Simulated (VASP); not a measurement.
# SnO2 in VASP: further runs

SnO2 is run at these levels: PBEsol; tasks: single point.

Program: VASP 6.6.1. These are calculated values, not measurements. Logs are shortened: lines on timing, memory, paths and dates and some standing lists are left out, and cuts for length are marked.

## (1) The cell of the first run

The typed cell holds 6 atoms: a = 4.840 Å, b = 4.840 Å, c = 3.083 Å, α = 90.00°, β = 90.00°, γ = 90.00°.

## (2) Single point, PBEsol (uniaxial strain along c: -4.0 %, then relaxed in part)

INCAR

```
SYSTEM = SnO2
  PREC = Accurate
  ENCUT = 520
  EDIFF = 1E-7
  ISMEAR = 0
  SIGMA = 0.02
  LREAL = .FALSE.
  LASPH = .TRUE.
  NELM = 80
  ALGO = Normal
  ISIF = 2
  LWAVE = .FALSE.
  LCHARG = .TRUE.
  GGA = PS
  LELF = .TRUE.
  LVHAR = .TRUE.
  NBANDS = 35
```

KPOINTS

```
Automatic mesh
0
G
  6 6 8
  0 0 0
```

POSCAR

```
SnO2
1.0
    4.8402187491      0.0000000000      0.0000000000
    0.0000000000      4.8404374549      0.0000000000
    0.0000000000      0.0000000000      3.0834999817
Sn O
2 4
Direct
    0.5000000000      0.5000000000      0.5000000000
    0.0000000000      0.0000000000      0.0000000000
    0.3046605908      0.3047299633      0.0000000000
    0.8046605908      0.1952700367      0.5000000000
    0.1953394092      0.8047299633      0.5000000000
    0.6953394092      0.6952700367      0.0000000000
```

Potentials or basis: VASP PAW PBE potentials, release 64 (Sn_d, O).

The run is started by

```console
cat potpaw_PBE.64/Sn_d/POTCAR potpaw_PBE.64/O/POTCAR > POTCAR
mpirun -np 1 vasp_std > vasp.out
```

OUTCAR:

```text
SYSTEM = SnO2
   PREC = Accurate
   ENCUT = 520
   EDIFF = 1E-7
   ISMEAR = 0
   LREAL = .FALSE.
   LASPH = .TRUE.
   NELM = 80
   ISIF = 2
   GGA = PS

 ion  position               nearest neighbor table
   1  0.500  0.500  0.500-   3 2.04   6 2.04   3 2.04   6 2.04   5 2.09   4 2.09   2 3.75   2 3.75
                             2 3.75   2 3.75   2 3.75   2 3.75   2 3.75   2 3.75
   2  0.000  0.000  0.000-   4 2.04   5 2.04   4 2.04   5 2.04   3 2.09   6 2.09   1 3.75   1 3.75
                             1 3.75   1 3.75   1 3.75   1 3.75   1 3.75   1 3.75
   3  0.305  0.305  0.000-   1 2.04   1 2.04   2 2.09
   4  0.805  0.195  0.500-   2 2.04   2 2.04   1 2.09
   5  0.195  0.805  0.500-   2 2.04   2 2.04   1 2.09
   6  0.695  0.695  0.000-   1 2.04   1 2.04   2 2.09

  LATTYP: Found a simple orthorhombic cell.
 ALAT       =     3.0834999817
 B/A-ratio  =     1.5697158352
 C/A-ratio  =     1.5697867630

  Lattice vectors:

 A1 = (   0.0000000000,   0.0000000000,   3.0834999817)
 A2 = (   4.8402187491,   0.0000000000,   0.0000000000)
 A3 = (   0.0000000000,   4.8404374549,   0.0000000000)

Analysis of symmetry for initial positions (statically):
=====================================================================
 Subroutine PRICEL returns:
 Original cell was already a primitive cell.

 Routine SETGRP: Setting up the symmetry group for a
 simple orthorhombic supercell.

 Subroutine GETGRP returns: Found  8 space group operations
 (whereof  4 operations were pure point group operations)
 out of a pool of  8 trial point group operations.

The static configuration has the point symmetry C_2h.
 The point group associated with its full space group is D_2h.

Analysis of symmetry for dynamics (positions and initial velocities):
=====================================================================
 Subroutine PRICEL returns:
 Original cell was already a primitive cell.

 Routine SETGRP: Setting up the symmetry group for a
 simple orthorhombic supercell.

 Subroutine GETGRP returns: Found  8 space group operations
 (whereof  4 operations were pure point group operations)
 out of a pool of  8 trial point group operations.

The dynamic configuration has the point symmetry C_2h.
 The point group associated with its full space group is D_2h.

 Subroutine INISYM returns: Found  8 space group operations
 (whereof  4 operations are pure point group operations),
 and found     1 'primitive' translations

[... 100 lines left out ...]
   ENCUT  =  520.0 eV  38.22 Ry    6.18 a.u.   9.00  9.00  5.73*2*pi/ulx,y,z
   NELM   =     80;   NELMIN=  2; NELMDL= -5     # of ELM steps
   EDIFF  = 0.1E-06   stopping-criterion for ELM
   LREAL  =      F    real-space projection
   EDIFFG = 0.1E-05   stopping-criterion for IOM
   NSW    =      0    number of steps for IOM
   IBRION =     -1    ionic relax: 0-MD 1-quasi-New 2-CG
   NFREE  =      0    steps in history (QN), initial steepest desc. (CG)
   ISIF   =      2    stress and relaxation
   ISYM   =      2    0-nonsym 1-usesym 2-fastsym
   POTIM  = 0.5000    time-step for ionic-motion
   TEBEG  =    0.0;   TEEND  =   0.0 temperature during run
   PSTRESS=    0.0 pullay stress
   NELECT =      52.0000    total number of electrons
   NUPDOWN=      -1.0000    fix difference up-down
   EMIN   =  10.00;   EMAX   =-10.00  energy-range for DOS
   EFERMI =   0.00;   METHOD = LEGACY
   ISMEAR =     0;   SIGMA  =   0.02  broadening in eV -4-tet -1-fermi 0-gaus
   EFERMI_NEDOS =   21; number of points for ismear=-14 and -15
   IALGO  =     38    algorithm
   IMIX   =      4    mixing-type and parameters
     AMIX     =   0.40;   BMIX     =  1.00
     AMIX_MAG =   1.60;   BMIX_MAG =  1.00
  volume/ion in A,a.u.               =      12.04        81.25
  Fermi-wavevector in a.u.,A,eV,Ry     =   1.467162  2.772534 29.287419  2.152565
  Thomas-Fermi vector in A             =   2.582813
   LORBIT       =      0    0 simple, 1 ext, 2 COOP (PROOUT), +10 PAW based schemes
   GGA     = PS    functional components
   LHFCALC =     F    Hartree Fock is set to
   AEXX    =    0.0000 exact exchange contribution
   IVDW    =     0    specifies the selected vdW correction
   LEPSILON=     F    determine dielectric tensor
   LRPA    =     F    only Hartree local field effects (RPA)
 non-spin polarized calculation
 Gauss-broadening in eV      SIGMA  =   0.02
  energy-cutoff  :      520.00
  volume of cell :       72.24
 maximum number of plane-waves:      1964
 NGX is ok and might be reduce to    36
   NGX = 17   NGY = 19   NGZ = 11

 number of electron      52.0000003 magnetization

 Free energy of the ion-electron system (eV)
  ---------------------------------------------------
  ext. energy  EPLUGINS =         0.00000000
  ---------------------------------------------------
  free energy    TOTEN  =       -39.54023760 eV

  energy without entropy =      -39.54023760  energy(sigma->0) =      -39.54023760

 E-fermi :   6.0804     XC(G=0): -11.4615

 val. band max:        5.8878101248   @ k =   0.0000   0.0000   0.0000
 cond. band min:       7.0725897364   @ k =   0.0000   0.0000   0.0000
 fundamental gap:      1.1847796116
 Fermi energy:         6.0803940179

 k-point     1 :       0.0000    0.0000    0.0000
  band No.  band energies     occupation
      1     -15.1932      2.00000
      2     -14.5031      2.00000
      3     -14.1165      2.00000
      4     -14.0748      2.00000
      5     -14.0748      2.00000
      6     -13.9499      2.00000
[... 901 lines left out ...]
     34      17.8533      0.00000
     35      18.3389      0.00000

 [... further k-points ...]
[... 5 lines left out ...]
  --------------------------------------------------------------------------------------
  -------------------------------------------------------------------------------------
  Total        0.2558088      0.2557258      6.4622873      0.0000000      0.0000000      0.0000000
  in kB        5.6732584      5.6714171    143.3188424      0.0000000      0.0000000      0.0000000
  external PRESSURE =      51.5545060 kB  Pullay stress =       0.0000000 kB

 VOLUME and BASIS-vectors are now :
 -----------------------------------------------------------------------------
  energy-cutoff  :      520.00
  volume of cell :       72.24
      direct lattice vectors                 reciprocal lattice vectors
     4.840218749  0.000000000  0.000000000     0.206602233  0.000000000  0.000000000
     0.000000000  4.840437455  0.000000000     0.000000000  0.206592898  0.000000000
     0.000000000  0.000000000  3.083499982     0.000000000  0.000000000  0.324306796

 POSITION                                       TOTAL-FORCE (eV/Angst)
 -----------------------------------------------------------------------------------
      2.42011      2.42022      1.54175         0.000000      0.000000      0.000000
      0.00000      0.00000      0.00000         0.000000      0.000000      0.000000
      1.47462      1.47503      0.00000        -0.020443     -0.020534      0.000000
      3.89473      0.94519      1.54175        -0.020443      0.020534      0.000000
      0.94549      3.89525      1.54175         0.020443     -0.020534     -0.000000
      3.36559      3.36541      0.00000         0.020443      0.020534     -0.000000
 -----------------------------------------------------------------------------------
    total drift:                               -0.000000      0.000000      0.000000

  FREE ENERGIE OF THE ION-ELECTRON SYSTEM (eV)
  ---------------------------------------------------
  free  energy   TOTEN  =       -39.5402375963 eV

  energy  without entropy=      -39.5402375963  energy(sigma->0) =      -39.54023760
```

It took 5.4 min on 1 thread of Intel Xeon 8259CL, shared host; peak memory 0.28 GiB.

What came out:

```yaml
Free_energy: -39.5402 eV
Pressure: 5.2 GPa
Largest_force: 0.029 eV/Å
Band_gap_on_the_k_mesh: 1.18 eV
```

Forces on the atoms (eV/Å):
```
Sn   0.000  0.000  0.000
Sn   0.000  0.000  0.000
O   -0.020 -0.021  0.000
O   -0.020  0.021  0.000
O    0.020 -0.021  0.000
O    0.020  0.021  0.000
```

Caveat: the cell differs from its parent crystal (uniaxial strain along c: -4.0 %, then relaxed in part); the cell stands under pressure; the PAW data sets were made with another functional, which shifts forces and pressure a little; spin-orbit coupling is left out, which moves the levels of the heavy elements.

## (3) Single point, PBEsol

INCAR

```
PREC = Accurate ; ENCUT = 520
EDIFF = 1E-6 ; ISMEAR = 0
SIGMA = 0.02 ; LREAL = F
LASPH = T ; NELM = 60
ALGO = Normal ; ISIF = 2
LWAVE = F ; LCHARG = F
GGA = PS ; NBANDS = 35
```

KPOINTS

```
Automatic mesh
0
Gamma
  6 6 8
```

POSCAR is that of step 2.

Potentials or basis: VASP PAW PBE potentials, release 64 (Sn_d, O).

The run is started by

```console
cat potpaw_PBE.64/Sn_d/POTCAR potpaw_PBE.64/O/POTCAR > POTCAR
mpirun -np 1 vasp_std > vasp.out
```

Wall time 4 min (1 thread of Intel Xeon 8259CL, shared host); peak memory 0.28 GiB.

The run converged. Its results:

| Quantity | Value |
| --- | --- |
| Free energy | -39.5402 eV |
| Pressure | 5.2 GPa |
| Largest force | 0.029 eV/Å |
| Band gap on the k mesh | 1.18 eV |

Forces in eV/Å, atoms in the order of the input:
```
Sn   0.000  0.000  0.000
Sn   0.000  0.000  0.000
O   -0.020 -0.021  0.000
O   -0.020  0.021  0.000
O    0.020 -0.021  0.000
O    0.020  0.021  0.000
```

Stress tensor (GPa, compression positive):
```
 0.57  0.00  0.00
 0.00  0.57  0.00
 0.00  0.00 14.33
```

Levels at points of the mesh, in eV from the valence-band top:
| k point | band 24 | band 25 | band 26 | band 27 | band 28 | band 29 |
| --- | --- | --- | --- | --- | --- | --- |
| (0.00, 0.00, 0.00) | -0.87 | -0.87 | 0.00 | 1.18 | 6.45 | 6.45 |
| (0.50, 0.00, 0.00) | -1.09 | -0.69 | -0.69 | 4.28 | 4.28 | 7.31 |
| (0.00, 0.50, 0.00) | -1.09 | -0.69 | -0.69 | 4.28 | 4.28 | 7.31 |
| (0.50, 0.50, 0.00) | -1.19 | -1.02 | -1.02 | 4.85 | 4.85 | 7.60 |
| (0.00, 0.00, 0.50) | -1.65 | -1.27 | -1.27 | 6.01 | 6.01 | 9.28 |
| (0.50, 0.00, 0.50) | -1.15 | -0.84 | -0.84 | 6.23 | 6.23 | 7.48 |
| (0.00, 0.50, 0.50) | -1.15 | -0.84 | -0.84 | 6.23 | 6.23 | 7.48 |
| (0.50, 0.50, 0.50) | -1.00 | -0.91 | -0.91 | 4.51 | 4.51 | 8.69 |

Caveat: the cell stands under pressure; the PAW data sets were made with another functional, which shifts forces and pressure a little; spin-orbit coupling is left out, which moves the levels of the heavy elements.

(Continued in part 2 of 2.)
